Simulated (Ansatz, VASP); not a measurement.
**Two plane-wave programs on Cd**

INCAR

```
SYSTEM = Cd
PREC     = Accurate       ! precision mode
ENCUT    = 520            ! plane-wave cutoff, eV
EDIFF    = 1E-6           ! SCF threshold, eV
ISMEAR   = -1             ! smearing method
SIGMA    = 0.1            ! smearing width, eV
LREAL    = .FALSE.        ! projectors in reciprocal space
LASPH    = .TRUE.         ! aspherical terms in the spheres
NELM     = 60             ! most SCF steps
ALGO     = Normal         ! electronic algorithm
ISIF     = 2              ! what is computed and relaxed
LWAVE    = .FALSE.        ! write WAVECAR
LCHARG   = .TRUE.         ! write CHGCAR
GGA      = RE             ! functional
LELF     = .TRUE.         ! ELF
LVHAR    = .TRUE.       
NBANDS   = 19             ! bands
```

KPOINTS

```
Automatic mesh
0
G
  9 9 9
  0 0 0
```

Contents of POSCAR:

```
Cd
1.0
    0.0000000000      3.5244092951      3.5244092951
    3.5244092951      0.0000000000      3.5244092951
    3.5244092951      3.5244092951      0.0000000000
Cd
2
Direct
    0.1250000000      0.1250000000      0.1250000000
    0.8750000000      0.8750000000      0.8750000000
```

Input for Ansatz:

```yaml
crystal:
  lattice:
    - [0.0, 3.5244092951, 3.5244092951]
    - [3.5244092951, 0.0, 3.5244092951]
    - [3.5244092951, 3.5244092951, 0.0]
  atoms:
    - { symbol: Cd, position: [0.125, 0.125, 0.125] }
    - { symbol: Cd, position: [0.875, 0.875, 0.875] }
hamiltonian:
  xc: revpbe
  pseudopotentials:
    kind: paw
    azcp:
      Cd: "pseudopotentials/Cd.paw.azcp"
basis:
  ecutwfc: 420
  fft_grid_basis: typed
kpoints:
  mp_grid: { grid: [9, 9, 9], shift: [0, 0, 0] }
magnetization:
  spin_polarized: false
scf:
  occupations: { method: fermi_dirac, width: 0.1 }
  lower_state_search: "off"
output:
  stress: true
```

Alike in both runs: task single point; functional revPBE; k mesh 9 × 9 × 9; occupations fermi-dirac, width 0.1 eV; no spin polarisation.

|  | VASP | Ansatz |
| --- | --- | --- |
| version | VASP 6.6.1 | Ansatz 0.2.0 |
| potentials or method | VASP PAW PBE potentials, release 64 (Cd), cutoff 520 eV | plane waves (420 eV) with PAW, scalar-relativistic |
| valence electrons in the cell | 24 | 40 |

Ansatz gave:

| Property | Result |
| --- | --- |
| pressure (GPa) | -0.5 |

Q: What did VASP give for the same quantities?

A: Pressure (GPa): -0.4.

VASP's potentials were made for PBE, not for revPBE. The functional is the same, so the differences come from potentials, cutoffs and numerics. VASP's potentials hold 24 valence electrons a cell and Ansatz's 40, so a difference there can come from the potentials and not from the codes.
